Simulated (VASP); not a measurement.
Here is a VASP 6.6.1 calculation.

File INCAR:

```
SYSTEM = WC
  PREC = Accurate
  ENCUT = 520
  EDIFF = 1E-6
  ISMEAR = -1
  SIGMA = 0.36
  LREAL = Auto
  LASPH = .TRUE.
  NELM = 100
  ALGO = Normal
  ISIF = 2
  LWAVE = .FALSE.
  LCHARG = .FALSE.
  GGA = PE
  NBANDS = 86
```

Contents of KPOINTS:

```
Automatic mesh
0
G
  2 3 3
  0 0 0
```

Contents of POSCAR:

```
WC
1.0
   -2.9390120000     -5.0905180000      0.0000000000
    4.4085180000     -2.5452590000      0.0000000000
    0.0000000000      0.0000000000      5.7523970000
W C
8 8
Direct
    0.7009126310      0.4661182360      0.0136986373
    0.7056410304      0.4728091064      0.4985573840
    0.4537152702     -0.0165192421      0.0030422101
    0.4545247616     -0.0272532110      0.5141334995
    0.1934270242      0.4676365947     -0.0052847535
    0.2091961866      0.4780586362      0.5127427749
   -0.0558305405     -0.0252208630      0.0124643692
   -0.0546975277     -0.0355803675      0.5095788764
    0.4303490070      0.6413495183      0.2412559495
    0.4439042743      0.6480272937      0.7543637896
    0.2101869714      0.1122241150      0.2329985222
    0.1896173417      0.1444448322      0.7553025287
   -0.0368514291      0.6395784724      0.2490092391
   -0.0482793774      0.6136770521      0.7543290214
    0.7093567814      0.1357844275      0.2684619994
    0.7088475279      0.1491003078      0.7619606227
```

Potentials or basis: VASP PAW PBE potentials, release 64 (W_sv, C).

Command:

```sh
$ cat potpaw_PBE.64/W_sv/POTCAR potpaw_PBE.64/C/POTCAR > POTCAR
$ mpirun -np 1 vasp_std > vasp.out
```

Estimate the largest force.

3.132 eV/Å.

What does it give for the pressure?

-3.3 GPa.

What does it give for the band gap on the k mesh?

Zero (bands 72 and 73 overlap by 0.44 eV).

Forces in eV/Å, atoms in the order of the input:
```
W    1.129 -0.341 -1.096
W    0.269  0.522  1.385
W   -1.558  1.146  0.206
W    0.598  0.650 -1.491
W   -0.336 -1.104  2.115
W   -0.336  1.436 -2.066
W   -1.392 -0.409 -1.059
W   -0.384 -1.521 -0.052
C   -0.908 -1.603  0.983
C   -0.787 -0.505  0.203
C    2.210 -0.108  2.217
C   -1.066 -0.286 -0.347
C    0.131  1.108  0.703
C    1.990 -0.380 -0.167
C    0.513  0.525 -0.808
C   -0.073  0.870 -0.726
```

Caveat: the k points lie up to 0.53 Å⁻¹ apart; the atoms stand as in a frame of molecular dynamics; so wide a smearing shifts energies and pressures; spin-orbit coupling is left out, which moves the levels of the heavy elements; forces of over 1 eV/Å act on the atoms, so gaps and moduli don't describe the material at rest.
